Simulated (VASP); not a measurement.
Write the native input for VASP 6.6.1 that does the following.

- Task: single point
- Functional: PBEsol
- Potentials or basis: VASP PAW PBE potentials, release 64 (Pb_d, Te)
- Cutoff: 520 eV
- k mesh: 8 × 8 × 8
- Occupations: gaussian, width 0.05 eV
- Spin: no spin polarisation
- Dipole correction: no
- Further INCAR settings: ALGO = Normal; EDIFF = 1e-06; NBANDS = 20

The structure of Te2Pb lies in POSCAR:

```
Te2Pb
1.0
    0.0000000000      3.7073222251      3.7073222251
    3.7073222251      0.0000000000      3.7073222251
    3.7073222251      3.7073222251      0.0000000000
Pb Te
1 2
Direct
    0.0000000000      0.0000000000      0.0000000000
    0.2500000000      0.2500000000      0.2500000000
    0.7500000000      0.7500000000      0.7500000000
```

This cell differs from its parent crystal: volume scaled by 0.980.

One way to write it, as run:

INCAR

```
PREC = Accurate ; ENCUT = 520
EDIFF = 1E-6 ; ISMEAR = 0
SIGMA = 0.05 ; LREAL = F
LASPH = T ; NELM = 100
ALGO = Normal ; ISIF = 2
LWAVE = F ; LCHARG = T
GGA = PS ; LELF = T
LVHAR = T ; NBANDS = 20
```

KPOINTS

```
Automatic mesh
0
Gamma
  8 8 8
```

Potentials or basis: VASP PAW PBE potentials, release 64 (Pb_d, Te).

The run is started by

```sh
$ cat potpaw_PBE.64/Pb_d/POTCAR potpaw_PBE.64/Te/POTCAR > POTCAR
$ mpirun -np 1 vasp_std > vasp.out
```

It gave:

```
Pressure               : 0.7 GPa
Band gap on the k mesh : zero (band 13 reaches 6.21 eV, above the bottom of band 14 at 4.09 eV)
```

Caveat: the PAW data sets were made with another functional, which shifts forces and pressure a little; spin-orbit coupling is left out, which moves the levels of the heavy elements.

Wall time 42 s on 1 thread of Intel(R) Xeon(R) Platinum 8259CL CPU @ 2.50GHz (Skylake/Cascade Lake) (shared host), peak memory 0.26 GiB.
